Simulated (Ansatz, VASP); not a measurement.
SiO2 in VASP and in Ansatz

INCAR

```
ALGO     = Normal         # electronic algorithm
EDIFF    = 1E-7           # SCF threshold, eV
ENCUT    = 520            # plane-wave cutoff, eV
GGA      = PS             # functional
ISIF     = 2              # what is computed and relaxed
ISMEAR   = -1             # smearing method
LASPH    = T              # aspherical terms in the spheres
LCHARG   = T              # write CHGCAR
LELF     = T              # ELF
LREAL    = F              # projectors in reciprocal space
LVHAR    = T            
LWAVE    = F              # write WAVECAR
NBANDS   = 25             # bands
NELM     = 60             # most SCF steps
PREC     = Accurate       # precision mode
SIGMA    = 0.03           # smearing width, eV
```

KPOINTS

```
k-points
0
Gamma
  7 7 7
```

The input POSCAR:

```
SiO2
1.0
   -2.3661099741      2.3661099741      3.7314781673
    2.3661099741     -2.3661099741      3.7314781673
    2.3661099741      2.3661099741     -3.7314781673
Si O
2 4
Direct
    0.0000000000      0.0000000000      0.0000000000
    0.7500000000      0.2500000000      0.5000000000
    0.9983800000      0.6250000000      0.8733800000
    0.3750000000      0.2483800000      0.3733800000
    0.7516200000      0.1250000000      0.1266200000
    0.8750000000      0.0016200000      0.6266200000
```

Input for Ansatz:

```yaml
crystal:
  lattice:
    - [-2.3661099741, 2.3661099741, 3.7314781673]
    - [2.3661099741, -2.3661099741, 3.7314781673]
    - [2.3661099741, 2.3661099741, -3.7314781673]
  atoms:
    - { symbol: Si, position: [0.0, 0.0, 0.0] }
    - { symbol: Si, position: [0.75, 0.25, 0.5] }
    - { symbol: O, position: [0.99838, 0.625, 0.87338] }
    - { symbol: O, position: [0.375, 0.24838, 0.37338] }
    - { symbol: O, position: [0.75162, 0.125, 0.12662] }
    - { symbol: O, position: [0.875, 0.00162, 0.62662] }
kpoints:
  mp_grid: { grid: [7, 7, 7] }
  band_path:
    path:
      - [0.0, 0.0, 0.0]
      - [0.0, 0.0, 0.5]
      - [0.25, 0.25, 0.25]
      - [0.0, 0.5, 0.0]
      - [0.0, 0.0, 0.0]
      - [0.5, 0.5, -0.5]
      - [0.350518975, 0.649481025, -0.350518975]
      - [-0.350518975, 0.350518975, 0.350518975]
      - [0.0, 0.0, 0.0]
    npoints: 5
scf:
  occupations: { method: fermi_dirac, width: 0.03 }
hamiltonian:
  xc: pbesol
  pseudopotentials: { kind: all_electron, lapw: { basis_error: 0.001 } }
output:
  forces: true
  stress: true
  eigenvalues: true
```

Change from the starting cell: volume scaled by 0.99.

Alike in both runs: task single point; functional PBEsol; k mesh 7 × 7 × 7; occupations fermi-dirac, width 0.03 eV; no spin polarisation.

|  | VASP | Ansatz |
| --- | --- | --- |
| version | VASP 6.6.1 | Ansatz 0.2.0 |
| potentials or method | VASP PAW PBE potentials, release 64 (Si, O), cutoff 520 eV | all-electron LAPW, scalar-relativistic |

|  | VASP | Ansatz | Ansatz less VASP |
| --- | --- | --- | --- |
| gap on the k mesh at the Fermi level (eV) | 6.04 | 6.05 | +0.010 |
| pressure (GPa) | 3.4 | 2.8 | -0.67 |
| traceless stress, the component that is largest in VASP (GPa) | -1.25 | -1.33 | -0.081 |
| rms of the force components (eV/Å) | 0.075 | 0.056 | -0.0186 |

VASP's potentials were made for PBE, not for PBEsol. Atom by atom the forces differ by 0.019 eV/Å (rms over components). Ansatz ran all-electron here, and VASP with PAW potentials.
